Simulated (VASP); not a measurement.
# SiO2 (I-42d) in VASP: electric field gradients with PBE

Aim: the electric field gradients of SiO2 with PBE.

Program: VASP 6.6.1. These are calculated values, not measurements. Logs are shortened: lines on timing, memory, paths and dates and some standing lists are left out, and cuts for length are marked.

### Step 1. The cell of the first run

It takes space group I-42d (No. 122, tetragonal). Conventional cell: a = 4.811 Å, b = 4.811 Å, c = 7.587 Å, α = 90.00°, β = 90.00°, γ = 90.00°. Si (site symmetry -4) has 4 O at 1.64 Å within 2.2 Å. Within 2.2 Å of O (site symmetry 2) lie 2 Si at 1.64 Å.

### Step 2. Electric field gradients, PBE (14.63 Å³/atom)

Input file INCAR:

```
SYSTEM = SiO2
PREC = Accurate
ENCUT = 520
EDIFF = 1E-8
ISMEAR = -1
SIGMA = 0.03
LREAL = .False.
LASPH = .True.
NELM = 60
ALGO = Normal
ISIF = 2
LWAVE = .False.
LCHARG = .False.
GGA = PE
LEFG = .True.
NBANDS = 25
```

Input file KPOINTS:

```
Automatic mesh
0
Gamma
  7 7 7
  0 0 0
```

Input file POSCAR:

```
SiO2
1.0
   -2.4052910826      2.4052910826      3.7932688079
    2.4052910826     -2.4052910826      3.7932688079
    2.4052910826      2.4052910826     -3.7932688079
Si O
2 4
Direct
    0.0000000000      0.0000000000      0.0000000000
    0.7500000000      0.2500000000      0.5000000000
    0.9983800000      0.6250000000      0.8733800000
    0.3750000000      0.2483800000      0.3733800000
    0.7516200000      0.1250000000      0.1266200000
    0.8750000000      0.0016200000      0.6266200000
```

Potentials or basis: VASP PAW PBE potentials, release 64 (Si, O).

Started as:

```sh
> cat potpaw_PBE.64/Si/POTCAR potpaw_PBE.64/O/POTCAR > POTCAR
> mpirun -np 1 vasp_std > vasp.out
```

OUTCAR:

```text
SYSTEM = SiO2
   PREC = Accurate
   ENCUT = 520
   EDIFF = 1E-8
   ISMEAR = -1
   LREAL = .False.
   LASPH = .True.
   NELM = 60
   ISIF = 2
   GGA = PE

 ion  position               nearest neighbor table
   1  0.000  0.000  0.000-   4 1.64   3 1.64   5 1.64   6 1.64   2 3.06   2 3.06   2 3.06   2 3.06

   2  0.750  0.250  0.500-   3 1.64   4 1.64   5 1.64   6 1.64   1 3.06   1 3.06   1 3.06   1 3.06

   3  0.998  0.625  0.873-   2 1.64   1 1.64
   4  0.375  0.248  0.373-   1 1.64   2 1.64
   5  0.752  0.125  0.127-   1 1.64   2 1.64
   6  0.875  0.002  0.627-   1 1.64   2 1.64

  LATTYP: Found a body centered tetragonal cell.
 ALAT       =     4.8105821652
 C/A-ratio  =     1.5770518734

  Lattice vectors:

 A1 = (  -2.4052910826,   2.4052910826,   3.7932688079)
 A2 = (   2.4052910826,  -2.4052910826,   3.7932688079)
 A3 = (   2.4052910826,   2.4052910826,  -3.7932688079)

Analysis of symmetry for initial positions (statically):
=====================================================================
 Subroutine PRICEL returns:
 Original cell was already a primitive cell.

 Routine SETGRP: Setting up the symmetry group for a
 body centered tetragonal supercell.

 Subroutine GETGRP returns: Found  8 space group operations
 (whereof  4 operations were pure point group operations)
 out of a pool of 16 trial point group operations.

The static configuration has the point symmetry S_4 .
 The point group associated with its full space group is D_2d.

Analysis of symmetry for dynamics (positions and initial velocities):
=====================================================================
 Subroutine PRICEL returns:
 Original cell was already a primitive cell.

 Routine SETGRP: Setting up the symmetry group for a
 body centered tetragonal supercell.

 Subroutine GETGRP returns: Found  8 space group operations
 (whereof  4 operations were pure point group operations)
 out of a pool of 16 trial point group operations.

The dynamic configuration has the point symmetry S_4 .
 The point group associated with its full space group is D_2d.

 Subroutine INISYM returns: Found  8 space group operations
[... 158 lines left out ...]
 Fermi energy:         0.3572220628

 k-point     1 :       0.0000    0.0000    0.0000
  band No.  band energies     occupation
      1     -19.2790      2.00000
      2     -17.2768      2.00000
      3     -17.2581      2.00000
      4     -17.2581      2.00000
      5      -9.0755      2.00000
      6      -5.5310      2.00000
[... 661 lines left out ...]
     24      12.2585      0.00000
     25      12.6138      0.00000

 [... further k-points ...]

------------------------ aborting loop because EDIFF is reached ----------------------------------------

  FORCE on cell =-STRESS in cart. coord.  units (eV):
  Direction    XX          YY          ZZ          XY          YZ          ZX
  --------------------------------------------------------------------------------------
  -------------------------------------------------------------------------------------
  Total       -1.0962175     -1.0962175     -2.2330662      0.0000000     -0.0000000      0.0000000
  in kB      -20.0077586    -20.0077586    -40.7571014      0.0000000     -0.0000000      0.0000000
  external PRESSURE =     -26.9242062 kB  Pullay stress =       0.0000000 kB

 VOLUME and BASIS-vectors are now :
 -----------------------------------------------------------------------------
  energy-cutoff  :      520.00
  volume of cell :       87.78
      direct lattice vectors                 reciprocal lattice vectors
    -2.405291083  2.405291083  3.793268808     0.000000000  0.207875048  0.131812435
     2.405291083 -2.405291083  3.793268808     0.207875048  0.000000000  0.131812435
     2.405291083  2.405291083 -3.793268808     0.207875048  0.207875048  0.000000000

 POSITION                                       TOTAL-FORCE (eV/Angst)
 -----------------------------------------------------------------------------------
      0.00000      0.00000      0.00000        -0.000000     -0.000000      0.000000
      0.00000      2.40529      1.89663        -0.000000      0.000000      0.000000
      1.20265      2.99882      2.84495        -0.000000     -0.345220      0.000000
      0.59353      1.20265      0.94832        -0.345220      0.000000      0.000000
     -1.20265      1.81176      2.84495        -0.000000      0.345220      0.000000
     -0.59353      3.60794      0.94832         0.345220      0.000000      0.000000
 -----------------------------------------------------------------------------------
    total drift:                                0.000001      0.000001      0.000001

  FREE ENERGIE OF THE ION-ELECTRON SYSTEM (eV)
  ---------------------------------------------------
  free  energy   TOTEN  =       -47.4032804874 eV

  energy  without entropy=      -47.4032804874  energy(sigma->0) =      -47.40328049

 Electric field gradients (V/A^2)
---------------------------------------------------------------------
 ion       V_xx      V_yy      V_zz      V_xy      V_xz      V_yz
---------------------------------------------------------------------
   1       3.044     3.043    -6.087    -0.000    -0.000    -0.000
   2       3.043     3.044    -6.087    -0.000    -0.000    -0.000
   3      29.839   -29.791    -0.048     0.003    75.412     0.002
   4     -29.791    29.839    -0.048     0.003     0.002    75.412
   5      29.839   -29.791    -0.048     0.003   -75.407     0.002
   6     -29.791    29.839    -0.048     0.003     0.002   -75.407
---------------------------------------------------------------------

 Electric field gradients after diagonalization (V/A^2)
 (convention: |V_zz| > |V_xx| > |V_yy|)
----------------------------------------------------------------------
 ion       V_xx      V_yy      V_zz     asymmetry (V_yy - V_xx)/ V_zz
----------------------------------------------------------------------
   1       3.044     3.043    -6.087       0.000
   2       3.044     3.043    -6.087       0.000
   3     -61.983   -29.791    91.774       0.351
   4     -61.983   -29.791    91.774       0.351
   5     -61.978   -29.791    91.769       0.351
   6     -61.978   -29.791    91.769       0.351
----------------------------------------------------------------------

           NMR quadrupolar parameters

 Cq : quadrupolar parameter    Cq=e*Q*V_zz/h
 eta: asymmetry parameters     (V_yy - V_xx)/ V_zz
 Q  : nuclear electric quadrupole moment in mb (millibarn)
----------------------------------------------------------------------
 ion       Cq(MHz)       eta       Q (mb)
----------------------------------------------------------------------
   1      -0.015       0.000       1.000
   2      -0.015       0.000       1.000
   3       0.222       0.351       1.000
   4       0.222       0.351       1.000
   5       0.222       0.351       1.000
   6       0.222       0.351       1.000
----------------------------------------------------------------------
```

stdout:

```text
POSCAR found type information on POSCAR SiO
 POSCAR found :  2 types and       6 ions
 scaLAPACK will be used
 LDA part: xc-table for (Slater+PW92), standard interpolation
 POSCAR, INCAR and KPOINTS ok, starting setup
 FFT: planning ... GRIDC
 FFT: planning ... GRID_SOFT
 FFT: planning ... GRID
 WAVECAR not read
 entering main loop
ion   1

ion   2

ion   3

ion   4

ion   5

ion   6
```

Wall time 94 s (1 thread of Intel Xeon Platinum 8375C at 2.90GHz (Ice Lake), shared host); peak memory 0.26 GiB.

Results:

| Quantity | Value |
| --- | --- |
| Free energy | -47.4033 eV |
| Pressure | -2.7 GPa |
| Largest force | 0.345 eV/Å |
| Band gap on the k mesh | 5.76 eV |
| Largest electric field gradient by atom | Si -6.1; O +91.8 V/Å² |

Forces in eV/Å, atoms in the order of the input:
```
Si   0.000  0.000  0.000
Si   0.000  0.000  0.000
O    0.000 -0.345  0.000
O   -0.345  0.000  0.000
O    0.000  0.345  0.000
O    0.345  0.000  0.000
```

Electric field gradients, principal values (V/Å²):
| atom | least | middle | greatest (by size) |
| --- | --- | --- | --- |
| 1 Si | 3.043 | 3.044 | -6.087 |
| 2 Si | 3.043 | 3.044 | -6.087 |
| 3 O | -29.791 | -61.983 | 91.774 |
| 4 O | -29.791 | -61.983 | 91.774 |
| 5 O | -29.791 | -61.978 | 91.769 |
| 6 O | -29.791 | -61.978 | 91.769 |

Caveat: without QUAD_EFG the Cq values of the log hold for a quadrupole moment of 1 mb, not for the nuclei.
